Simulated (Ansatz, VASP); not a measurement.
# SnO2 in VASP and in Ansatz

Contents of INCAR:

```
SYSTEM = SnO2
PREC     = Accurate       ! precision mode
ENCUT    = 520            ! plane-wave cutoff, eV
EDIFF    = 1E-6           ! SCF threshold, eV
ISMEAR   = 0              ! smearing method
SIGMA    = 0.01           ! smearing width, eV
LREAL    = .FALSE.        ! projectors in reciprocal space
LASPH    = .TRUE.         ! aspherical terms in the spheres
NELM     = 80             ! most SCF steps
ALGO     = Normal         ! electronic algorithm
ISIF     = 2              ! what is computed and relaxed
LWAVE    = .FALSE.        ! write WAVECAR
LCHARG   = .FALSE.        ! write CHGCAR
GGA      = CA             ! functional
IBRION   = 2              ! ionic algorithm
NSW      = 50             ! ionic steps
EDIFFG   = -0.005         ! ionic threshold
```

Contents of KPOINTS:

```
regular mesh
0
G
  5 5 5
  0 0 0
```

POSCAR

```
SnO2
1.0
    1.6170930000      0.9336290000      4.8005930000
   -1.6170930000      0.9336290000      4.8005930000
    0.0000000000     -1.8672580000      4.8005930000
Sn O
1 2
Direct
    0.4941019407      0.4944830390      0.5084196488
    0.2449470559      0.2102118743      0.2656626859
    0.7391425436      0.7863506732      0.7563091423
```

Input for Ansatz:

```yaml
crystal:
  lattice:
    - [1.617093, 0.933629, 4.800593]
    - [-1.617093, 0.933629, 4.800593]
    - [0.0, -1.867258, 4.800593]
  atoms:
    - { symbol: Sn, position: [0.4941019407038869, 0.4944830389556171, 0.5084196487617374] }
    - { symbol: O, position: [0.24494705594183655, 0.21021187428560742, 0.2656626859411516] }
    - { symbol: O, position: [0.7391425436461512, 0.7863506732247246, 0.7563091422700178] }
basis:
  ecutwfc: 470.0
kpoints:
  mp_grid:
    grid: [5, 5, 5]
hamiltonian:
  xc: lda
scf:
  max_iter: 75
  occupations:
    method: fixed
relax:
  f_tol: 0.005
  max_steps: 30
output:
  write_density: true
  write_potential: true
  volumetric_format: npy
  elf: true
```

Alike in both runs: task relaxation of the atoms; functional LDA; k mesh 5 × 5 × 5; no spin polarisation.

|  | VASP | Ansatz |
| --- | --- | --- |
| version | VASP 6.6.1 | Ansatz 0.2.0 |
| potentials or method | VASP PAW LDA potentials, release 64 (Sn_d, O), cutoff 520 eV | plane waves, PAW |
| occupations | gaussian, width 0.01 eV | fixed |
| valence electrons in the cell | 26 | 26 |

```tsv
	VASP	Ansatz	Ansatz less VASP
gap on the k mesh at the Fermi level, each at its own relaxed structure (eV)	1.87	1.88	+0.009
```

LDA's correlation is that of Perdew and Zunger in VASP and of Perdew and Wang (1992) in Ansatz.

The k mesh is coarse, so the values compare programs but aren't converged.
